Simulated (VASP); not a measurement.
# NaLiICl (P4/mmm) in VASP: a series of runs, part 2 of 2

VASP 6.6.1.

**3. Single point, LDA (strain +0.040 along x and y, +0.000 along z)**

Contents of INCAR:

```
ALGO     = Normal         # electronic algorithm
EDIFF    = 1E-6           # SCF threshold, eV
ENCUT    = 520            # plane-wave cutoff, eV
GGA      = CA             # functional
ISIF     = 2              # what is computed and relaxed
ISMEAR   = 0              # smearing method
LASPH    = True           # aspherical terms in the spheres
LCHARG   = True           # write CHGCAR
LELF     = True           # ELF
LREAL    = False          # projectors in reciprocal space
LVHAR    = True         
LWAVE    = False          # write WAVECAR
NBANDS   = 20             # bands
NELM     = 80             # most SCF steps
PREC     = Accurate       # precision mode
SIGMA    = 0.05           # smearing width, eV
```

Contents of KPOINTS:

```
k-points
0
Gamma
  6 6 4
```

Contents of POSCAR:

```
NaLiICl
1.0
    4.2553014400      0.0000000000      0.0000000000
    0.0000000000      4.2553014400      0.0000000000
    0.0000000000      0.0000000000      6.2153440000
Na Li I Cl
1 1 1 1
Direct
    0.5000000000      0.5000000000      0.5000000000
    0.0000000000      0.0000000000      0.0000000000
    0.5000000000      0.5000000000      0.0000000000
    0.0000000000      0.0000000000      0.5000000000
```

Potentials or basis: VASP PAW LDA potentials, release 64 (Na_pv, Li_sv, I, Cl).

On the command line:

```
> cat potpaw_LDA.64/Na_pv/POTCAR potpaw_LDA.64/Li_sv/POTCAR potpaw_LDA.64/I/POTCAR potpaw_LDA.64/Cl/POTCAR > POTCAR
> mpirun -np 1 vasp_std > vasp.out
```

Run time: 21 s. Hardware: 1 thread of Intel Xeon 6975P-C (Granite Rapids), shared host; peak memory 0.22 GiB.

The run converged. Its results:

| Item | Value |
| --- | --- |
| Free energy | -13.4770 eV |
| Band gap on the k mesh | 3.72 eV, indirect (least direct gap 3.91 eV) |

Levels at points of the mesh, in eV from the valence-band top:
| k point | band 9 | band 10 | band 11 | band 12 | band 13 | band 14 | band 15 | band 16 |
| --- | --- | --- | --- | --- | --- | --- | --- | --- |
| (0.00, 0.00, 0.00) | -0.96 | -0.21 | -0.18 | -0.18 | 3.72 | 5.15 | 6.26 | 8.69 |
| (0.50, 0.00, 0.00) | -1.24 | -0.96 | -0.75 | 0.00 | 5.63 | 6.52 | 6.79 | 6.91 |
| (0.50, 0.50, 0.00) | -1.07 | -1.07 | -1.07 | -0.65 | 4.61 | 5.72 | 6.29 | 6.29 |
| (0.00, 0.00, 0.50) | -0.80 | -0.80 | -0.38 | -0.38 | 5.25 | 5.77 | 6.68 | 7.41 |
| (0.50, 0.00, 0.50) | -0.74 | -0.60 | -0.40 | 0.00 | 4.75 | 5.26 | 6.68 | 7.62 |
| (0.50, 0.50, 0.50) | -1.49 | -1.49 | -1.09 | -0.86 | 5.44 | 7.06 | 7.22 | 7.22 |

Caveat: the cell differs from its parent crystal (strain +0.040 along x and y, +0.000 along z); spin-orbit coupling is left out, which moves the levels of the heavy elements.

**4. Single point, LDA (strain +0.080 along x and y, -0.040 along z)**

Contents of INCAR:

```
SYSTEM = NaLiICl
PREC = Accurate
ENCUT = 520
EDIFF = 1E-6
ISMEAR = 0
SIGMA = 0.05
LREAL = .False.
LASPH = .True.
NELM = 60
ALGO = Normal
ISIF = 2
LWAVE = .False.
LCHARG = .False.
NBANDS = 20
```

Contents of KPOINTS:

```
regular mesh
0
Gamma
  6 6 4
  0 0 0
```

Contents of POSCAR:

```
NaLiICl
1.0
    4.4189668800      0.0000000000      0.0000000000
    0.0000000000      4.4189668800      0.0000000000
    0.0000000000      0.0000000000      5.9667302400
Na Li I Cl
1 1 1 1
Direct
    0.5000000000      0.5000000000      0.5000000000
    0.0000000000      0.0000000000      0.0000000000
    0.5000000000      0.5000000000      0.0000000000
    0.0000000000      0.0000000000      0.5000000000
```

On the command line:

```
> cat potpaw_LDA.64/Na_pv/POTCAR potpaw_LDA.64/Li_sv/POTCAR potpaw_LDA.64/I/POTCAR potpaw_LDA.64/Cl/POTCAR > POTCAR
> mpirun -np 1 vasp_std > vasp.out
```

Run time: 22 s. Hardware: 1 thread of Intel Xeon 6975P-C (Granite Rapids), shared host; peak memory 0.24 GiB.

It converged, with:

| Property | Result |
| --- | --- |
| Free energy | -13.3380 eV |
| Band gap on the k mesh | 3.73 eV, indirect (least direct gap 3.78 eV) |

Levels at points of the mesh, in eV from the valence-band top:
```
           k point  band 8  band 9  band 10  band 11  band 12  band 13  band 14  band 15  band 16  band 17
(0.00, 0.00, 0.00)   -0.89   -0.89    -0.17    -0.05    -0.05     3.73     5.17     6.26     9.03     9.05
(0.50, 0.00, 0.00)   -1.41   -1.17    -0.85    -0.65    -0.01     5.64     6.72     6.92     6.96     6.97
(0.50, 0.50, 0.00)   -1.95   -1.04    -0.72    -0.72    -0.61     4.72     5.76     6.52     6.52     9.34
(0.00, 0.00, 0.50)   -1.19   -0.69    -0.69    -0.30    -0.30     5.27     5.90     6.79     7.60     7.93
(0.50, 0.00, 0.50)   -2.00   -0.63    -0.41    -0.26     0.00     4.94     5.23     6.64     8.20     8.38
(0.50, 0.50, 0.50)   -1.56   -1.26    -1.26    -1.07    -0.89     5.69     7.25     7.25     7.29     7.70
```

Caveat: the cell differs from its parent crystal (strain +0.080 along x and y, -0.040 along z); spin-orbit coupling is left out, which moves the levels of the heavy elements.

**5. Single point, LDA (strain +0.080 along x and y, +0.000 along z)**

Contents of INCAR:

```
SYSTEM = NaLiICl
ALGO = Normal
EDIFF = 1E-6
ENCUT = 520
ISIF = 2
ISMEAR = 0
LASPH = .True.
LCHARG = .False.
LREAL = .False.
LWAVE = .False.
NBANDS = 20
NELM = 100
PREC = Accurate
SIGMA = 0.05
```

Contents of KPOINTS:

```
k-points
0
Gamma
  6 6 4
  0 0 0
```

POSCAR: that of step 4 with these lines changed.

```diff
@@ -4,3 +4,3 @@
     0.0000000000      4.4189668800      0.0000000000
-    0.0000000000      0.0000000000      5.9667302400
+    0.0000000000      0.0000000000      6.2153440000
 Na Li I Cl
```

On the command line:

```
> cat potpaw_LDA.64/Na_pv/POTCAR potpaw_LDA.64/Li_sv/POTCAR potpaw_LDA.64/I/POTCAR potpaw_LDA.64/Cl/POTCAR > POTCAR
> mpirun -np 1 vasp_std > vasp.out
```

Run time: 22 s. Hardware: 1 thread of Intel Xeon 6975P-C (Granite Rapids), shared host; peak memory 0.24 GiB.

The run converged. Its results:

```yaml
Free_energy: -13.2538 eV
Band_gap_on_the_k_mesh: 3.59 eV, indirect (least direct gap 3.69 eV)
```

Levels at points of the mesh, in eV from the valence-band top:
| k point | band 8 | band 9 | band 10 | band 11 | band 12 | band 13 | band 14 | band 15 | band 16 | band 17 |
| --- | --- | --- | --- | --- | --- | --- | --- | --- | --- | --- |
| (0.00, 0.00, 0.00) | -0.81 | -0.81 | -0.15 | -0.09 | -0.09 | 3.59 | 5.08 | 6.33 | 8.58 | 9.06 |
| (0.50, 0.00, 0.00) | -1.38 | -1.05 | -0.82 | -0.60 | -0.01 | 5.54 | 6.56 | 6.68 | 6.74 | 6.89 |
| (0.50, 0.50, 0.00) | -1.87 | -0.91 | -0.79 | -0.79 | -0.58 | 4.62 | 5.63 | 6.46 | 6.46 | 8.94 |
| (0.00, 0.00, 0.50) | -1.10 | -0.64 | -0.64 | -0.30 | -0.30 | 5.05 | 5.62 | 6.77 | 7.43 | 7.93 |
| (0.50, 0.00, 0.50) | -1.88 | -0.59 | -0.43 | -0.28 | 0.00 | 4.86 | 5.20 | 6.64 | 7.81 | 8.26 |
| (0.50, 0.50, 0.50) | -1.56 | -1.21 | -1.21 | -0.94 | -0.79 | 5.45 | 7.10 | 7.16 | 7.16 | 7.37 |

Caveat: the cell differs from its parent crystal (strain +0.080 along x and y, +0.000 along z); spin-orbit coupling is left out, which moves the levels of the heavy elements. A k mesh can miss the band edges.

**6. Single point, LDA (strain +0.040 along x and y, +0.080 along z)**

Contents of INCAR:

```
SYSTEM = NaLiICl
  ALGO = Normal
  EDIFF = 1E-6
  ENCUT = 520
  ISIF = 2
  ISMEAR = 0
  LASPH = .True.
  LCHARG = .True.
  LELF = .True.
  LREAL = .False.
  LVHAR = .True.
  LWAVE = .False.
  NBANDS = 20
  NELM = 80
  PREC = Accurate
  SIGMA = 0.05
```

KPOINTS is that of step 5.

Contents of POSCAR:

```
NaLiICl
1.0
    4.2553014400      0.0000000000      0.0000000000
    0.0000000000      4.2553014400      0.0000000000
    0.0000000000      0.0000000000      6.7125715200
Na Li I Cl
1 1 1 1
Direct
    0.5000000000      0.5000000000      0.5000000000
    0.0000000000      0.0000000000      0.0000000000
    0.5000000000      0.5000000000      0.0000000000
    0.0000000000      0.0000000000      0.5000000000
```

Potentials or basis: VASP PAW LDA potentials, release 64 (Na_pv, Li_sv, I, Cl).

On the command line:

```
> cat potpaw_LDA.64/Na_pv/POTCAR potpaw_LDA.64/Li_sv/POTCAR potpaw_LDA.64/I/POTCAR potpaw_LDA.64/Cl/POTCAR > POTCAR
> mpirun -np 1 vasp_std > vasp.out
```

It took 23 s on 1 thread of Intel Xeon 6975P-C (Granite Rapids), shared host; peak memory 0.23 GiB.

The run converged. Its results:

* Free energy: -13.2997 eV
* Band gap on the k mesh: 3.48 eV, indirect (least direct gap 3.72 eV)

Levels at points of the mesh, in eV from the valence-band top:
| k point | band 10 | band 11 | band 12 | band 13 | band 14 | band 15 |
| --- | --- | --- | --- | --- | --- | --- |
| (0.00, 0.00, 0.00) | -0.26 | -0.26 | -0.23 | 3.48 | 5.05 | 6.39 |
| (0.50, 0.00, 0.00) | -0.88 | -0.68 | 0.00 | 5.50 | 6.02 | 6.54 |
| (0.50, 0.50, 0.00) | -1.18 | -0.87 | -0.56 | 4.50 | 5.57 | 6.27 |
| (0.00, 0.00, 0.50) | -0.73 | -0.38 | -0.38 | 4.88 | 5.25 | 6.66 |
| (0.50, 0.00, 0.50) | -0.64 | -0.47 | 0.00 | 4.63 | 5.20 | 6.68 |
| (0.50, 0.50, 0.50) | -1.41 | -0.89 | -0.68 | 5.07 | 6.82 | 6.91 |

Caveat: the cell differs from its parent crystal (strain +0.040 along x and y, +0.080 along z); spin-orbit coupling is left out, which moves the levels of the heavy elements.

**7. Single point, LDA (strain +0.080 along x and y, +0.080 along z)**

Contents of INCAR:

```
PREC = Accurate
ENCUT = 520
EDIFF = 1E-6
ISMEAR = 0
SIGMA = 0.05
LREAL = F
LASPH = T
NELM = 100
ALGO = Normal
ISIF = 2
LWAVE = F
LCHARG = T
LELF = T
LVHAR = T
NBANDS = 20
```

Contents of KPOINTS:

```
Automatic mesh
0
Gamma
  6 6 4
```

POSCAR: that of step 6 with these lines changed.

```diff
@@ -2,4 +2,4 @@
 1.0
-    4.2553014400      0.0000000000      0.0000000000
-    0.0000000000      4.2553014400      0.0000000000
+    4.4189668800      0.0000000000      0.0000000000
+    0.0000000000      4.4189668800      0.0000000000
     0.0000000000      0.0000000000      6.7125715200
```

On the command line:

```
> cat potpaw_LDA.64/Na_pv/POTCAR potpaw_LDA.64/Li_sv/POTCAR potpaw_LDA.64/I/POTCAR potpaw_LDA.64/Cl/POTCAR > POTCAR
> mpirun -np 1 vasp_std > vasp.out
```

Wall time 30 s (1 thread of Intel Xeon 6975P-C (Granite Rapids), shared host); peak memory 0.24 GiB.

The run converged. Its results:

| Item | Value |
| --- | --- |
| Free energy | -13.0427 eV |
| Band gap on the k mesh | 3.38 eV, indirect (least direct gap 3.52 eV) |

Levels at points of the mesh, in eV from the valence-band top:
| k point | band 9 | band 10 | band 11 | band 12 | band 13 | band 14 | band 15 | band 16 |
| --- | --- | --- | --- | --- | --- | --- | --- | --- |
| (0.00, 0.00, 0.00) | -0.68 | -0.17 | -0.17 | -0.14 | 3.38 | 4.94 | 6.44 | 7.87 |
| (0.50, 0.00, 0.00) | -0.85 | -0.74 | -0.52 | 0.00 | 5.38 | 6.19 | 6.35 | 6.45 |
| (0.50, 0.50, 0.00) | -0.89 | -0.89 | -0.72 | -0.49 | 4.49 | 5.46 | 6.41 | 6.41 |
| (0.00, 0.00, 0.50) | -0.57 | -0.57 | -0.31 | -0.31 | 4.68 | 5.12 | 6.74 | 7.18 |
| (0.50, 0.00, 0.50) | -0.52 | -0.46 | -0.33 | 0.00 | 4.74 | 5.13 | 6.64 | 7.23 |
| (0.50, 0.50, 0.50) | -1.14 | -1.14 | -0.74 | -0.61 | 5.08 | 6.81 | 6.83 | 7.02 |

Caveat: the cell differs from its parent crystal (strain +0.080 along x and y, +0.080 along z); spin-orbit coupling is left out, which moves the levels of the heavy elements.

**8. Summary**

```tsv
cell	gap on the mesh (eV)
a = 4.092, b = 4.092, c = 6.713 Å, 4 atoms	3.59
a = 4.255, b = 4.255, c = 6.215 Å, 4 atoms	3.72
a = 4.419, b = 4.419, c = 5.967 Å, 4 atoms	3.73
a = 4.419, b = 4.419, c = 6.215 Å, 4 atoms	3.59
a = 4.255, b = 4.255, c = 6.713 Å, 4 atoms	3.48
a = 4.419, b = 4.419, c = 6.713 Å, 4 atoms	3.38
```

Alike in all rows: task single point; level LDA; potentials or basis VASP PAW LDA potentials, release 64 (Na_pv, Li_sv, I, Cl); no spin polarisation; k mesh 6 × 6 × 4; cutoff (eV) 520; smearing gaussian 0.05 eV.

Caveats: spin-orbit coupling is left out, which moves the levels of the heavy elements.

Total energies depend on the potentials used, so only differences within one code and one set of settings carry meaning.
